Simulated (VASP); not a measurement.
# Si4B (Fmmm) in VASP: single point with PBE

Aim: the single point of Si4B with PBE.

Everything below comes from runs of VASP 6.6.1. Logs are shortened: lines on timing, memory, paths and dates and some standing lists are left out, and cuts for length are marked.

### 1 The cell of the first run

The structure is orthorhombic, space group Fmmm (No. 69). The conventional cell has a = 3.156 Å, b = 4.578 Å, c = 18.505 Å, α = 90.00°, β = 90.00°, γ = 90.00°. Within 2.7 Å of Si (site symmetry mm2) lie 4 B at 2.07 to 2.65 Å and 1 Si at 2.67 Å. Si (site symmetry mm2) has 14 Si at 2.64 to 3.20 Å within 3.5 Å. B (site symmetry mmm) has 8 Si at 2.07 to 2.65 Å within 2.7 Å.

### 2 Single point, PBE

INCAR reads:

```
PREC     = Accurate       # precision mode
ENCUT    = 520            # plane-wave cutoff, eV
EDIFF    = 1E-6           # SCF threshold, eV
ISMEAR   = 0              # smearing method
SIGMA    = 0.2            # smearing width, eV
LREAL    = False          # projectors in reciprocal space
LASPH    = True           # aspherical terms in the spheres
NELM     = 100            # most SCF steps
ALGO     = Normal         # electronic algorithm
ISIF     = 2              # what is computed and relaxed
LWAVE    = False          # write WAVECAR
LCHARG   = True           # write CHGCAR
GGA      = PE             # functional
LELF     = True           # ELF
LVHAR    = True         
NBANDS   = 18             # bands
```

KPOINTS reads:

```
regular mesh
0
Gamma
  7 7 7
```

POSCAR reads:

```
Si4B
1.0
    0.0000000000      2.2888006089      9.2527122114
    1.5778941349      0.0000000000      9.2527122114
    1.5778941349      2.2888006089      0.0000000000
Si B
4 1
Direct
    0.4278805142      0.4278805142      0.5721194858
    0.8072227806      0.8072227806      0.1927772194
    0.1927772194      0.1927772194      0.8072227806
    0.5721194858      0.5721194858      0.4278805142
    0.0000000000      0.0000000000      0.0000000000
```

Potentials or basis: VASP PAW PBE potentials, release 64 (Si, B).

Started as:

```sh
cat potpaw_PBE.64/Si/POTCAR potpaw_PBE.64/B/POTCAR > POTCAR
mpirun -np 1 vasp_std > vasp.out
```

OUTCAR:

```text
PREC = Accurate
   ENCUT = 520
   EDIFF = 1E-6
   ISMEAR = 0
   LREAL = False
   LASPH = True
   NELM = 100
   ISIF = 2
   GGA = PE

 ion  position               nearest neighbor table
   1  0.428  0.428  0.572-   5 2.07   5 2.07   5 2.65   5 2.65   4 2.67   2 2.73   2 2.73
   2  0.807  0.807  0.193-   3 2.64   3 2.64   1 2.73   1 2.73   3 3.12   3 3.12
   3  0.193  0.193  0.807-   2 2.64   2 2.64   4 2.73   4 2.73   2 3.12   2 3.12
   4  0.572  0.572  0.428-   5 2.07   5 2.07   5 2.65   5 2.65   1 2.67   3 2.73   3 2.73
   5  0.000  0.000  0.000-   4 2.07   4 2.07   1 2.07   1 2.07   1 2.65   4 2.65   4 2.65   1 2.65

  LATTYP: Found a face centered orthorhombic cell.
 ALAT       =     3.1557882698
 B/A-ratio  =     1.4505412995
 C/A-ratio  =     5.8639626111

  Lattice vectors:

 A1 = (   0.0000000000,   2.2888006089,   9.2527122114)
 A2 = (   1.5778941349,   0.0000000000,   9.2527122114)
 A3 = (   1.5778941349,   2.2888006089,   0.0000000000)

Analysis of symmetry for initial positions (statically):
=====================================================================
 Subroutine PRICEL returns:
 Original cell was already a primitive cell.

 Routine SETGRP: Setting up the symmetry group for a
 face centered orthorhombic supercell.

 Subroutine GETGRP returns: Found  8 space group operations
 (whereof  8 operations were pure point group operations)
 out of a pool of  8 trial point group operations.

The static configuration has the point symmetry D_2h.

Analysis of symmetry for dynamics (positions and initial velocities):
=====================================================================
 Subroutine PRICEL returns:
 Original cell was already a primitive cell.

 Routine SETGRP: Setting up the symmetry group for a
 face centered orthorhombic supercell.

 Subroutine GETGRP returns: Found  8 space group operations
 (whereof  8 operations were pure point group operations)
 out of a pool of  8 trial point group operations.

The dynamic configuration has the point symmetry D_2h.

 Subroutine INISYM returns: Found  8 space group operations
 (whereof  8 operations are pure point group operations),
 and found     1 'primitive' translations

----------------------------------------------------------------------------------------

                                     Primitive cell

  volume of cell :      66.8321

  direct lattice vectors                    reciprocal lattice vectors
     0.000000000  2.288800609  9.252712211    -0.316878039  0.218455028  0.054038209
     1.577894135  0.000000000  9.252712211     0.316878039 -0.218455028  0.054038209
     1.577894135  2.288800609  0.000000000     0.316878039  0.218455028 -0.054038209

  length of vectors
     9.531594384  9.386289638  2.779992469     0.388657200  0.388657200  0.388657200

  position of ions in fractional coordinates (direct lattice)
     0.427880514  0.427880514  0.572119486
     0.807222781  0.807222781  0.192777219
     0.192777219  0.192777219  0.807222781
     0.572119486  0.572119486  0.427880514
     0.000000000  0.000000000  0.000000000

  ion indices of the primitive-cell ions
   primitive index   ion index
                 1           1
                 2           2
                 3           3
                 4           4
                 5           5

----------------------------------------------------------------------------------------

 KPOINTS: regular mesh

Automatic generation of k-mesh.
 Grid dimensions read from file:
 generate k-points for:    7    7    7

 Generating k-lattice:

  Cartesian coordinates                     Fractional coordinates (reciprocal lattice)
    -0.045268291  0.031207861  0.007719744     0.142857143 -0.000000000 -0.000000000
     0.045268291 -0.031207861  0.007719744     0.000000000  0.142857143  0.000000000
     0.045268291  0.031207861 -0.007719744     0.000000000  0.000000000  0.142857143

  Length of vectors
     0.055522457  0.055522457  0.055522457

  Shift w.r.t. Gamma in fractional coordinates (k-lattice)
     0.000000000  0.000000000  0.000000000

 Subroutine IBZKPT returns following result:
 ===========================================

 Found     64 irreducible k-points:

 Following reciprocal coordinates:
            Coordinates               Weight
  0.000000  0.000000  0.000000      1.000000
  0.142857  0.000000 -0.000000      8.000000
  0.285714  0.000000 -0.000000      8.000000
  0.428571 -0.000000 -0.000000      8.000000
  0.142857  0.142857  0.000000      2.000000
  0.285714  0.142857 -0.000000      8.000000
[... 16 lines left out ...]
  0.000000  0.142857  0.142857      2.000000
  0.285714  0.142857  0.142857      4.000000
 [... further k-points ...]
   k-points           NKPTS =     64   k-points in BZ     NKDIM =     64   number of bands    NBANDS=     18
   number of dos      NEDOS =    301   number of ions     NIONS =      5
   total plane-waves  NPLWV = 120960
   dimension x,y,z NGX =    72 NGY =   70 NGZ =   24
   dimension x,y,z NGXF=   144 NGYF=  140 NGZF=   48
   ions per type =               4   1
   NGX,Y,Z   is equivalent  to a cutoff of  12.56, 12.40, 14.35 a.u.
   NGXF,Y,Z  is equivalent  to a cutoff of  25.12, 24.80, 28.70 a.u.
 SYSTEM =  unknown system
   PREC   = accura    normal or accurate (medium, high low for compatibility)
   ISTART =      0    job   : 0-new  1-cont  2-samecut
   ICHARG =      2    charge: 1-file 2-atom 10-const
   ISPIN  =      1    spin polarized calculation?
   LNONCOLLINEAR =      F non collinear calculations
   LSORBIT =      F    spin-orbit coupling
   LASPH  =      T    aspherical Exc in radial PAW
   ENCUT  =  520.0 eV  38.22 Ry    6.18 a.u.  17.72 17.45  5.17*2*pi/ulx,y,z
   NELM   =    100;   NELMIN=  2; NELMDL= -5     # of ELM steps
   EDIFF  = 0.1E-05   stopping-criterion for ELM
   LREAL  =      F    real-space projection
   EDIFFG = 0.1E-04   stopping-criterion for IOM
   NSW    =      0    number of steps for IOM
   IBRION =     -1    ionic relax: 0-MD 1-quasi-New 2-CG
   NFREE  =      0    steps in history (QN), initial steepest desc. (CG)
   ISIF   =      2    stress and relaxation
   ISYM   =      2    0-nonsym 1-usesym 2-fastsym
   POTIM  = 0.5000    time-step for ionic-motion
   TEBEG  =    0.0;   TEEND  =   0.0 temperature during run
   PSTRESS=    0.0 pullay stress
   NELECT =      19.0000    total number of electrons
   NUPDOWN=      -1.0000    fix difference up-down
   EMIN   =  10.00;   EMAX   =-10.00  energy-range for DOS
   EFERMI =   0.00;   METHOD = LEGACY
   ISMEAR =     0;   SIGMA  =   0.20  broadening in eV -4-tet -1-fermi 0-gaus
   EFERMI_NEDOS =   21; number of points for ismear=-14 and -15
   IALGO  =     38    algorithm
   IMIX   =      4    mixing-type and parameters
     AMIX     =   0.40;   BMIX     =  1.00
     AMIX_MAG =   1.60;   BMIX_MAG =  1.00
  volume/ion in A,a.u.               =      13.37        90.20
  Fermi-wavevector in a.u.,A,eV,Ry     =   1.076460  2.034214 15.765959  1.158765
  Thomas-Fermi vector in A             =   2.212345
   LORBIT       =      0    0 simple, 1 ext, 2 COOP (PROOUT), +10 PAW based schemes
   GGA     = PE    functional components
   LHFCALC =     F    Hartree Fock is set to
   AEXX    =    0.0000 exact exchange contribution
   IVDW    =     0    specifies the selected vdW correction
   LEPSILON=     F    determine dielectric tensor
   LRPA    =     F    only Hartree local field effects (RPA)
 non-spin polarized calculation
 Gauss-broadening in eV      SIGMA  =   0.20
  energy-cutoff  :      520.00
  volume of cell :       66.83
 maximum number of plane-waves:      1822
   NGX = 35   NGY = 35   NGZ = 11

 number of electron      19.0000001 magnetization

 Free energy of the ion-electron system (eV)
  ---------------------------------------------------
  ext. energy  EPLUGINS =         0.00000000
  ---------------------------------------------------
  free energy    TOTEN  =       -25.15140793 eV

  energy without entropy =      -25.11808996  energy(sigma->0) =      -25.13474895

 E-fermi :   9.3779     XC(G=0): -11.1470

 val. band max:        9.3687022529   @ k =  -0.4286  -0.0000   0.1429
 cond. band min:       9.3880062505   @ k =  -0.2857   0.2857   0.4286
 fundamental gap:      0.0193039976
 Fermi energy:         9.3779113471

 k-point     1 :       0.0000    0.0000    0.0000
  band No.  band energies     occupation
      1      -5.3559      2.00000
      2      -3.3927      2.00000
      3      -2.8570      2.00000
      4       1.2469      2.00000
      5       2.1606      2.00000
      6       8.9689      1.99618
[... 10 lines left out ...]
     17      17.0866      0.00000
     18      17.3277      0.00000

 k-point     2 :       0.1429    0.0000   -0.0000
  band No.  band energies     occupation
      1      -4.9412      2.00000
      2      -3.0264      2.00000
      3      -2.3396      2.00000
      4       1.4903      2.00000
      5       2.7574      2.00000
      6       7.8541      2.00000
[... 10 lines left out ...]
     17      17.8373      0.00000
     18      18.2913      0.00000

 k-point     3 :       0.2857    0.0000   -0.0000
  band No.  band energies     occupation
      1      -3.7087      2.00000
      2      -1.8628      2.00000
      3      -0.8645      2.00000
      4       2.3871      2.00000
      5       4.2625      2.00000
      6       4.5707      2.00000
[... 10 lines left out ...]
     17      15.5564      0.00000
     18      16.7569      0.00000

 k-point     4 :       0.4286   -0.0000   -0.0000
  band No.  band energies     occupation
      1      -1.7089      2.00000
      2       0.1385      2.00000
      3       1.1097      2.00000
      4       1.5127      2.00000
      5       3.0292      2.00000
      6       4.0293      2.00000
[... 375 lines left out ...]
      4       1.8571      2.00000
      5       3.8332      2.00000
      6       6.3148      2.00000
[... 10 lines left out ...]
     17      16.5718      0.00000
     18      18.5861      0.00000

 k-point    23 :       0.0000    0.1429    0.1429
  band No.  band energies     occupation
      1      -4.2482      2.00000
      2      -2.2347      2.00000
      3      -1.6786      2.00000
      4       2.3870      2.00000
      5       3.2469      2.00000
      6       6.3167      2.00000
[... 10 lines left out ...]
     17      16.6751      0.00000
     18      18.2076      0.00000

 k-point    24 :       0.2857    0.1429    0.1429
  band No.  band energies     occupation
      1      -4.8085      2.00000
      2      -3.0270      2.00000
      3      -2.0292      2.00000
      4       1.2654      2.00000
      5       3.2665      2.00000
      6       8.4518      2.00000
[... 10 lines left out ...]
     17      16.4280      0.00000
     18      18.0068      0.00000

 [... further k-points ...]
[... 5 lines left out ...]
  --------------------------------------------------------------------------------------
  -------------------------------------------------------------------------------------
  Total       -0.0303776      0.0550113      0.0611560      0.0000000      0.0000000      0.0000000
  in kB       -0.7282473      1.3187954      1.4661030      0.0000000      0.0000000      0.0000000
  external PRESSURE =       0.6855504 kB  Pullay stress =       0.0000000 kB

 VOLUME and BASIS-vectors are now :
 -----------------------------------------------------------------------------
  energy-cutoff  :      520.00
  volume of cell :       66.83
      direct lattice vectors                 reciprocal lattice vectors
     0.000000000  2.288800609  9.252712211    -0.316878039  0.218455028  0.054038209
     1.577894135  0.000000000  9.252712211     0.316878039 -0.218455028  0.054038209
     1.577894135  2.288800609  0.000000000     0.316878039  0.218455028 -0.054038209

 POSITION                                       TOTAL-FORCE (eV/Angst)
 -----------------------------------------------------------------------------------
      1.57789      2.28880      7.91811         0.000000      0.000000     -0.045938
      1.57789      2.28880     14.93800         0.000000      0.000000     -0.006054
      1.57789      2.28880      3.56742         0.000000      0.000000      0.006054
      1.57789      2.28880     10.58731         0.000000      0.000000      0.045938
      0.00000      0.00000      0.00000         0.000000      0.000000     -0.000000
 -----------------------------------------------------------------------------------
    total drift:                               -0.000000     -0.000000      0.000000

  FREE ENERGIE OF THE ION-ELECTRON SYSTEM (eV)
  ---------------------------------------------------
  free  energy   TOTEN  =       -25.1514079277 eV

  energy  without entropy=      -25.1180899647  energy(sigma->0) =      -25.13474895
```

Run time: 2.3 min. Hardware: 1 thread of AMD EPYC 9R14 (Zen 4), shared host; peak memory 0.31 GiB.

What came out:

```
Free energy   : -25.1514 eV
Pressure      : 0.1 GPa
Largest force : 0.046 eV/Å
```

Forces on the atoms (eV/Å):
```
Si   0.000  0.000 -0.046
Si   0.000  0.000 -0.006
Si   0.000  0.000  0.006
Si   0.000  0.000  0.046
B    0.000  0.000  0.000
```

Stress tensor (GPa, compression positive):
```
-0.07  0.00  0.00
 0.00  0.13  0.00
 0.00  0.00  0.15
```
